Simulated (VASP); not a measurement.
Set up this calculation in VASP 6.6.1, as the native input.

```
Task                   : single point
Functional             : r2SCAN
Potentials or basis    : VASP PAW PBE potentials, release 64 (Na_pv, H)
Cutoff                 : 520 eV
k mesh                 : 10 × 10 × 10
Occupations            : fermi-dirac, width 0.2 eV
Spin                   : no spin polarisation
Dipole correction      : no
Further INCAR settings : ALGO = Normal; EDIFF = 1e-06; NBANDS = 11
```

The system is NaH.

```xyz
2
Lattice="0.0000 2.2616 2.4504 2.2616 0.0000 2.4504 2.2616 2.2616 0.0000" Properties=species:S:1:pos:R:3 pbc="T T T"
Na    0.0000    0.0000    0.0000
H     2.2616    2.2616    2.4504
```

This cell differs from its parent crystal: volume 12.533 Å^3 an atom, c/a of the conventional cell 1.0835.

The input as run:

POSCAR

```
NaH
1.0
    0.0000000000      2.2615630921      2.4504036103
    2.2615630921      0.0000000000      2.4504036103
    2.2615630921      2.2615630921      0.0000000000
Na H
1 1
Direct
    0.0000000000      0.0000000000      0.0000000000
    0.5000000000      0.5000000000      0.5000000000
```

INCAR.step1

```
PREC = Accurate
ENCUT = 520
ISMEAR = -1
SIGMA = 0.2
LREAL = False
LASPH = True
NELM = 60
NBANDS = 11
GGA = PE
ALGO = Normal
EDIFF = 1E-4
LWAVE = True
LCHARG = False
```

INCAR.step2

```
PREC = Accurate
ENCUT = 520
EDIFF = 1E-6
ISMEAR = -1
SIGMA = 0.2
LREAL = False
LASPH = True
NELM = 60
ALGO = Normal
ISIF = 2
LWAVE = False
LCHARG = False
METAGGA = R2SCAN
LMIXTAU = True
NBANDS = 11
ISTART = 1
```

KPOINTS

```
Automatic mesh
0
Gamma
  10 10 10
```

Potentials or basis: VASP PAW PBE potentials, release 64 (Na_pv, H).

Command:

```sh
$ cat potpaw_PBE.64/Na_pv/POTCAR potpaw_PBE.64/H/POTCAR > POTCAR
$ cp INCAR.step1 INCAR
$ mpirun -np 1 vasp_std > vasp.out
$ cp INCAR.step2 INCAR
$ mpirun -np 1 vasp_std > vasp.out
```

Results of the run:

| Item | Value |
| --- | --- |
| Pressure | 2.9 GPa |
| Band gap on the k mesh | 4.55 eV, indirect (least direct gap 5.27 eV) |

Caveat: the PAW data sets were made with another functional, which shifts forces and pressure a little.

It took 2.1 min on 1 thread of Intel(R) Xeon(R) Platinum 8259CL CPU @ 2.50GHz (Skylake/Cascade Lake), with other jobs on the host, peak memory 0.16 GiB.
